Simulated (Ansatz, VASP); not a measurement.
**Two plane-wave programs on KCl**

```
K Cl
1.0
     0.00000    3.14647    3.14647
     3.14647    0.00000    3.14647
     3.14647    3.14647    0.00000
K Cl
1 1
Direct
  0.00000 0.00000 0.00000
  0.50000 0.50000 0.50000
```

Alike in both runs: task relaxation of cell and atoms; functional PBEsol; k mesh 6 × 6 × 6; occupations gaussian, width 0.02 eV; no spin polarisation.

```csv
,VASP,Ansatz
version,VASP 6.6.1,Ansatz 0.2.0
potentials or method,"VASP PAW PBE potentials, release 64 (K_sv, Cl), cutoff 500 eV","scalar-relativistic, plane waves, PAW"
valence electrons in the cell,16,16
```

Ansatz gave:

| Quantity | Value |
| --- | --- |
| gap on the k mesh at the Fermi level, each at its own relaxed structure (eV) | 5.10 |
| relaxed volume (Å³/atom) | 30.41 |
| relaxed cell length with the largest relative difference (Å) | 4.414 |

Q: Which values does VASP return?

A: gap on the k mesh at the Fermi level, each at its own relaxed structure (eV): 5.09; relaxed volume (Å³/atom): 30.49; relaxed cell length with the largest relative difference (Å): 4.418.

VASP's potentials were made for PBE, not for PBEsol.
